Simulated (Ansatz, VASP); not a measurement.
# One calculation of PtS2, two programs

POSCAR

```
PtS2
1.0
    3.5526240046      0.0000000000      0.0000000000
   -1.7763120023      3.0766626381      0.0000000000
    0.0000000000      0.0000000000      5.1228330609
Pt S
1 2
Direct
    0.0000000000      0.0000000000      0.0000000000
    0.3333333333      0.6666666667      0.2392541205
    0.6666666667      0.3333333333      0.7607458795
```

INCAR.step1

```
PREC = Accurate
ENCUT = 440
EDIFF = 1E-5
ISMEAR = 0
SIGMA = 0.01
LREAL = F
LASPH = T
NELM = 120
ALGO = Normal
ISIF = 2
LWAVE = T
LCHARG = F
GGA = PE
NBANDS = 18
GGA_COMPAT = F
```

Contents of INCAR.step2:

```
PREC = Accurate
ENCUT = 440
EDIFF = 1E-6
ISMEAR = 0
SIGMA = 0.01
LREAL = F
LASPH = T
NELM = 120
ALGO = Normal
ISIF = 2
LWAVE = F
LCHARG = F
METAGGA = R2SCAN
LHFCALC = T
AEXX = 0.1
LMIXTAU = T
PRECFOCK = Normal
ISTART = 1
NBANDS = 18
GGA_COMPAT = F
```

File KPOINTS:

```
Automatic mesh
0
Gamma
  6 6 4
```

Input for Ansatz:

```yaml
crystal:
  lattice:
    - [3.5526240046, 0.0, 0.0]
    - [-1.7763120023, 3.0766626381, 0.0]
    - [0.0, 0.0, 5.1228330609]
  atoms:
    - { symbol: Pt, position: [0.0, 0.0, 0.0] }
    - { symbol: S, position: [0.3333333333, 0.6666666667, 0.2392541205] }
    - { symbol: S, position: [0.6666666667, 0.3333333333, 0.7607458795] }
kpoints:
  mp_grid: { grid: [6, 6, 4] }
  band_path:
    path:
      - [0.0, 0.0, 0.0]
      - [0.5, 0.0, 0.0]
      - [0.3333333333, 0.3333333333, 0.0]
      - [0.0, 0.0, 0.5]
      - [0.5, 0.0, 0.5]
      - [0.3333333333, 0.3333333333, 0.5]
      - [0.0, 0.169271, 0.1875]
      - [0.0, 0.28125, 0.299479]
      - [0.0, 0.25, 0.3333333333]
    npoints: 1
hamiltonian:
  xc: r2scanh
scf:
  occupations: { method: fixed }
  n_extra_bands: 4
output:
  forces: true
  stress: true
  eigenvalues: true
  write_density: true
  write_potential: true
  elf: true
  volumetric_format: npy
```

Alike in both runs: task single point; functional r2SCANh; k mesh 6 × 6 × 4; no spin polarisation.

|  | VASP | Ansatz |
| --- | --- | --- |
| version | VASP 6.6.1 | Ansatz 0.2.0 |
| potentials or method | VASP PAW PBE potentials, release 64 (Pt, S) | plane waves, PAW |
| plane-wave cutoff (eV) | 440 | 500 |
| occupations | gaussian, width 0.01 eV | fixed |
| valence electrons in the cell | 22 | 30 |

|  | VASP | Ansatz | Ansatz less VASP |
| --- | --- | --- | --- |
| gap on the k mesh at the Fermi level (eV) | 1.44 | 1.44 | +0.002 |
| pressure (GPa) | -0.3 | -0.1 | +0.11 |
| traceless stress, the component that is largest in VASP (GPa) | 0.63 | 0.65 | +0.023 |
| rms of the force components (eV/Å) | 0.097 | 0.096 | -0.0016 |

VASP's potentials were made for PBE, not for r2SCANh. Atom by atom the forces differ by 0.002 eV/Å (rms over components). VASP's potentials hold 22 valence electrons a cell and Ansatz's 30, so a difference there can come from the potentials and not from the codes. Ansatz's warnings: stress exchange threshold loose, stress scf threshold loose.

Spin-orbit coupling is off throughout.
